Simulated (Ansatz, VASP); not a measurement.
## One calculation of Cs2NbAuF6, two programs

The input INCAR:

```
PREC     = Accurate       # precision mode
ENCUT    = 520            # plane-wave cutoff, eV
EDIFF    = 1E-6           # SCF threshold, eV
ISMEAR   = 0              # smearing method
SIGMA    = 0.05           # smearing width, eV
LREAL    = False          # projectors in reciprocal space
LASPH    = True           # aspherical terms in the spheres
NELM     = 80             # most SCF steps
ALGO     = Normal         # electronic algorithm
ISIF     = 2              # what is computed and relaxed
LWAVE    = False          # write WAVECAR
LCHARG   = True           # write CHGCAR
GGA      = PE             # functional
LELF     = True           # ELF
LVHAR    = True         
NBANDS   = 53             # bands
```

File KPOINTS:

```
Automatic mesh
0
Gamma
  6 6 6
```

File POSCAR:

```
Cs2NbAuF6
1.0
    0.0000000000      5.1242110092      5.1242110092
    5.1242110092      0.0000000000      5.1242110092
    5.1242110092      5.1242110092      0.0000000000
Cs Nb Au F
2 1 1 6
Direct
    0.7500000000      0.7500000000      0.7500000000
    0.2500000000      0.2500000000      0.2500000000
    0.0000000000      0.0000000000      0.0000000000
    0.5000000000      0.5000000000      0.5000000000
    0.8265897143      0.1734102857      0.1734102857
    0.1734102857      0.1734102857      0.8265897143
    0.1734102857      0.8265897143      0.8265897143
    0.1734102857      0.8265897143      0.1734102857
    0.8265897143      0.1734102857      0.8265897143
    0.8265897143      0.8265897143      0.1734102857
```

Input for Ansatz:

```yaml
crystal:
  lattice:
    - [0.0, 5.1242110092, 5.1242110092]
    - [5.1242110092, 0.0, 5.1242110092]
    - [5.1242110092, 5.1242110092, 0.0]
  atoms:
    - { symbol: Cs, position: [0.75, 0.75, 0.75] }
    - { symbol: Cs, position: [0.25, 0.25, 0.25] }
    - { symbol: Nb, position: [0.0, 0.0, 0.0] }
    - { symbol: Au, position: [0.5, 0.5, 0.5] }
    - { symbol: F, position: [0.8265897143, 0.1734102857, 0.1734102857] }
    - { symbol: F, position: [0.1734102857, 0.1734102857, 0.8265897143] }
    - { symbol: F, position: [0.1734102857, 0.8265897143, 0.8265897143] }
    - { symbol: F, position: [0.1734102857, 0.8265897143, 0.1734102857] }
    - { symbol: F, position: [0.8265897143, 0.1734102857, 0.8265897143] }
    - { symbol: F, position: [0.8265897143, 0.8265897143, 0.1734102857] }
basis:
  ecutwfc: 420
kpoints:
  mp_grid: { grid: [6, 6, 6] }
hamiltonian:
  xc: pbe
scf:
  occupations: { method: gaussian, width: 0.05 }
output:
  forces: true
  stress: true
  eigenvalues: true
```

Alike in both runs: task single point; functional PBE; k mesh 6 × 6 × 6; occupations gaussian, width 0.05 eV; no spin polarisation.

|  | VASP | Ansatz |
| --- | --- | --- |
| version | VASP 6.6.1 | Ansatz 0.2.0 |
| potentials or method | VASP PAW PBE potentials, release 64 (Cs_sv, Nb_sv, Au, F), cutoff 520 eV | scalar-relativistic, plane waves, PAW |
| valence electrons in the cell | 84 | 92 |

```tsv
	VASP	Ansatz	Ansatz less VASP
gap on the k mesh at the Fermi level (eV)	2.25	2.31	+0.060
least direct gap on the mesh (eV)	2.25	2.31	+0.060
pressure (GPa)	12.3	12.2	-0.07
rms of the force components (eV/Å)	2.610	2.562	-0.0482
```

Atom by atom the forces differ by 0.048 eV/Å (rms over components). VASP's potentials hold 84 valence electrons a cell and Ansatz's 92, so a difference there can come from the potentials and not from the codes.

Spin-orbit coupling is off throughout.
